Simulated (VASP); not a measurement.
A run of VASP 6.6.1:

The input POSCAR:

```
Ti
1.0
    0.0000000000      2.0300000000      2.0300000000
    2.0300000000      0.0000000000      2.0300000000
    2.0300000000      2.0300000000      0.0000000000
Ti
1
Direct
    0.0000000000      0.0000000000      0.0000000000
```

The input INCAR.step1:

```
PREC = Accurate ; ENCUT = 600
ISMEAR = 0 ; SIGMA = 0.1
LREAL = False ; LASPH = True
NELM = 100 ; GGA = PE
ALGO = Normal ; EDIFF = 1E-4
LWAVE = True ; LCHARG = False
```

File INCAR.step2:

```
PREC = Accurate ; ENCUT = 600
EDIFF = 1E-6 ; ISMEAR = 0
SIGMA = 0.1 ; LREAL = False
LASPH = True ; NELM = 100
ALGO = Normal ; ISIF = 3
LWAVE = False ; LCHARG = False
METAGGA = R2SCAN ; LMIXTAU = True
IBRION = 2 ; NSW = 100
EDIFFG = -0.005 ; ISTART = 1
```

Contents of KPOINTS:

```
Automatic mesh
0
Gamma
  18 18 18
```

Potentials or basis: VASP PAW PBE potentials, release 64 (Ti_sv).

Launch:

```bash
$ cat potpaw_PBE.64/Ti_sv/POTCAR > POTCAR
$ cp INCAR.step1 INCAR
$ mpirun -np 1 vasp_std > vasp.out
$ cp INCAR.step2 INCAR
$ mpirun -np 1 vasp_std > vasp.out
```

Hardware: 1 thread of Intel(R) Xeon(R) Platinum 8488C (Sapphire Rapids), with other jobs on the host.

**Question.** Estimate the wall time of this run.

**Answer.** Wall time 15 min on 1 thread of Intel(R) Xeon(R) Platinum 8488C (Sapphire Rapids) (shared host), peak memory 0.18 GiB. Counts: k points 195, ion steps 18.
